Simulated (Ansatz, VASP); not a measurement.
This is a calculation of Ge for VASP 6.6.1.

File POSCAR:

```
Ge
1.0
    4.0772291900      0.0000000000      0.0000000000
   -2.0386145949      3.5309840555      0.0000000000
    0.0000000000      0.0000000000     11.0661648237
Ge
4
Direct
    0.6666666667      0.3333333333      0.4148480000
    0.3333333333      0.6666666667      0.9148480000
    0.0000000000      0.0000000000      0.4774520000
    0.0000000000      0.0000000000      0.9774520000
```

INCAR.step1

```
PREC = Accurate
ENCUT = 520
ISMEAR = -1
SIGMA = 0.05
LREAL = False
LASPH = True
NELM = 60
NBANDS = 36
GGA = PE
ALGO = Normal
EDIFF = 1E-4
LWAVE = True
LCHARG = False
```

Contents of INCAR.step2:

```
PREC = Accurate
ENCUT = 520
EDIFF = 1E-7
ISMEAR = -1
SIGMA = 0.05
LREAL = False
LASPH = True
NELM = 60
ALGO = Normal
ISIF = 2
LWAVE = False
LCHARG = False
METAGGA = R2SCAN
LMIXTAU = True
NBANDS = 36
ISTART = 1
```

Contents of KPOINTS:

```
regular mesh
0
Gamma
  6 6 2
```

Potentials or basis: VASP PAW PBE potentials, release 64 (Ge_d).

Run with:

```sh
$ cat potpaw_PBE.64/Ge_d/POTCAR > POTCAR
$ cp INCAR.step1 INCAR
$ mpirun -np 1 vasp_std > vasp.out
$ cp INCAR.step2 INCAR
$ mpirun -np 1 vasp_std > vasp.out
```

Translate it to Ansatz 0.2.0. Potentials there: Ansatz PAW.

As run (the cutoff follows the program's own potentials):

The input input.yaml:

```yaml
crystal:
  lattice:
    - [4.07722919, 0.0, 0.0]
    - [-2.0386145949, 3.5309840555, 0.0]
    - [0.0, 0.0, 11.0661648237]
  atoms:
    - { symbol: Ge, position: [0.6666666667, 0.3333333333, 0.414848] }
    - { symbol: Ge, position: [0.3333333333, 0.6666666667, 0.914848] }
    - { symbol: Ge, position: [0.0, 0.0, 0.477452] }
    - { symbol: Ge, position: [0.0, 0.0, 0.977452] }
hamiltonian:
  xc: r2scan
  pseudopotentials: { kind: paw }
kpoints:
  mp_grid: { grid: [6, 6, 2] }
scf:
  occupations: { method: fermi_dirac, width: 0.05 }
output:
  forces: true
  stress: true
  eigenvalues: true
```

Potentials or basis: Ansatz PAW.

Command:

```sh
$ ansatz run input.yaml --threads 1 --pin off --max-ram 3584MiB --backend cpu --events-out ev --progress --plain --runs-dir out
```

Both were run:

|  | VASP | Ansatz | Ansatz less VASP |
| --- | --- | --- | --- |
| gap on the k mesh at the Fermi level (eV) | none | none | - |
| pressure (GPa) | -2.3 | -2.3 | -0.01 |
| traceless stress, the component that is largest in VASP (GPa) | 1.34 | 1.36 | +0.020 |
| rms of the force components (eV/Å) | 0.155 | 0.170 | +0.0150 |

VASP's potentials were made for PBE, not for r2SCAN. Atom by atom the forces differ by 0.015 eV/Å (rms over components). A gap of «none» marks a metal or a gap that the smearing closes.
